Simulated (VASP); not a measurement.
Here is a VASP 6.6.1 calculation.

Contents of POSCAR:

```
MgO2
1.0
   -1.6047610160     -2.7795276138      0.0000000000
    1.6047610160     -2.7795276138      0.0000000000
    0.0000000000      0.0000000000     10.4819366247
Mg O
3 6
Direct
    0.0000000000      0.0000000000      0.0000000000
    0.3333333333      0.3333333333      0.3333333333
    0.6666666667      0.6666666667      0.6666666667
    1.0000000000      1.0000000000      0.4287860000
    0.3333333333      0.3333333333      0.7621193333
    0.6666666667      0.6666666667      0.0954526667
    1.0000000000      1.0000000000      0.5712140000
    0.3333333333      0.3333333333      0.9045473333
    0.6666666667      0.6666666667      0.2378806667
```

Contents of INCAR.step1:

```
SYSTEM = MgO2
PREC     = Accurate       ! precision mode
ENCUT    = 660            ! plane-wave cutoff, eV
ISMEAR   = 0              ! smearing method
SIGMA    = 0.05           ! smearing width, eV
LREAL    = .FALSE.        ! projectors in reciprocal space
LASPH    = .TRUE.         ! aspherical terms in the spheres
NELM     = 120            ! most SCF steps
NBANDS   = 43             ! bands
GGA      = PE             ! functional
ALGO     = Normal         ! electronic algorithm
EDIFF    = 1E-5           ! SCF threshold, eV
LWAVE    = .TRUE.         ! write WAVECAR
LCHARG   = .FALSE.        ! write CHGCAR
GGA_COMPAT= .FALSE.
```

INCAR.step2

```
SYSTEM = MgO2
PREC     = Accurate       ! precision mode
ENCUT    = 660            ! plane-wave cutoff, eV
EDIFF    = 1E-6           ! SCF threshold, eV
ISMEAR   = 0              ! smearing method
SIGMA    = 0.05           ! smearing width, eV
LREAL    = .FALSE.        ! projectors in reciprocal space
LASPH    = .TRUE.         ! aspherical terms in the spheres
NELM     = 120            ! most SCF steps
ALGO     = Normal         ! electronic algorithm
ISIF     = 2              ! what is computed and relaxed
LWAVE    = .FALSE.        ! write WAVECAR
LCHARG   = .FALSE.        ! write CHGCAR
METAGGA  = R2SCAN         ! meta-GGA
LMIXTAU  = .TRUE.       
NBANDS   = 43             ! bands
ISTART   = 1            
GGA_COMPAT= .FALSE.
```

Contents of KPOINTS:

```
Automatic mesh
0
G
  8 8 2
  0 0 0
```

Potentials or basis: VASP PAW PBE potentials, release 64 (Mg_sv, O).

Command:

```sh
$ cat potpaw_PBE.64/Mg_sv/POTCAR potpaw_PBE.64/O/POTCAR > POTCAR
$ cp INCAR.step1 INCAR
$ mpirun -np 1 vasp_std > vasp.out
$ cp INCAR.step2 INCAR
$ mpirun -np 1 vasp_std > vasp.out
```

**Question.** What does it give for the largest force?

**Answer.** 0.028 eV/Å.

**Question.** What does it give for the band gap on the k mesh?

**Answer.** 2.93 eV.

**Question.** What does it give for the pressure?

**Answer.** -5.3 GPa.

Forces in eV/Å, atoms in the order of the input:
```
Mg   0.000  0.000  0.000
Mg   0.000  0.000  0.000
Mg   0.000  0.000  0.000
O    0.000  0.000  0.028
O    0.000  0.000  0.028
O    0.000  0.000  0.028
O    0.000  0.000 -0.028
O    0.000  0.000 -0.028
O    0.000  0.000 -0.028
```

Caveat: the cell stands under tension; the PAW data sets were made with another functional, which shifts forces and pressure a little. A k mesh can miss the band edges.
